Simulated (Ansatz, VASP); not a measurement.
Given: the input of a run of VASP 6.6.1 on Br.

The input INCAR:

```
ALGO = Normal
EDIFF = 1E-6
ENCUT = 520
GGA = PE
ISIF = 2
ISMEAR = -1
LASPH = T
LCHARG = T
LELF = T
LREAL = F
LVHAR = T
LWAVE = F
NBANDS = 22
NELM = 80
PREC = Accurate
SIGMA = 0.05
```

The input KPOINTS:

```
k-points
0
Gamma
  7 7 3
```

Contents of POSCAR:

```
Br
1.0
    3.3632500000     -2.3225500000      0.0000000000
    3.3632500000      2.3225500000      0.0000000000
    0.0000000000      0.0000000000      8.7023000000
Br
4
Direct
    0.3621020000      0.6445660000      0.3855480000
    0.1382910000      0.8654850000      0.8867080000
    0.6266160000      0.3541320000      0.6135070000
    0.8622700000      0.1297720000      0.1018520000
```

Potentials or basis: VASP PAW PBE potentials, release 64 (Br).

Command:

```sh
$ cat potpaw_PBE.64/Br/POTCAR > POTCAR
$ mpirun -np 1 vasp_std > vasp.out
```

**Question.** Translate it to Ansatz 0.2.0. Potentials there: all-electron LAPW, scalar-relativistic.

**Answer.** As run (the cutoff follows the program's own potentials):

The input input.yaml:

```yaml
crystal:
  lattice:
    - [3.36325, -2.32255, 0.0]
    - [3.36325, 2.32255, 0.0]
    - [0.0, 0.0, 8.7023]
  atoms:
    - { symbol: Br, position: [0.362102, 0.644566, 0.385548] }
    - { symbol: Br, position: [0.138291, 0.865485, 0.886708] }
    - { symbol: Br, position: [0.626616, 0.354132, 0.613507] }
    - { symbol: Br, position: [0.86227, 0.129772, 0.101852] }
kpoints:
  mp_grid: { grid: [7, 7, 3] }
scf:
  occupations: { method: fermi_dirac, width: 0.05 }
hamiltonian:
  xc: pbe
  pseudopotentials: { kind: all_electron, lapw: { basis_error: 0.001 } }
output:
  forces: true
  stress: true
  eigenvalues: true
  populations: true
```

Potentials or basis: all-electron LAPW, scalar-relativistic.

Launch:

```sh
$ ansatz run input.yaml --threads 2 --pin off --max-ram 6144MiB --backend cpu --events-out ev --progress --plain --runs-dir out
```

Both were run:

|  | VASP | Ansatz | Ansatz less VASP |
| --- | --- | --- | --- |
| gap on the k mesh at the Fermi level (eV) | 1.71 | 1.71 | +0.005 |
| least direct gap on the mesh (eV) | 1.77 | 1.78 | +0.007 |
| pressure (GPa) | 1.4 | 1.4 | -0.01 |
| traceless stress, the component that is largest in VASP (GPa) | 1.96 | 1.95 | -0.010 |
| rms of the force components (eV/Å) | 0.581 | 0.574 | -0.0070 |

Atom by atom the forces differ by 0.008 eV/Å (rms over components). Ansatz ran all-electron here, and VASP with PAW potentials.
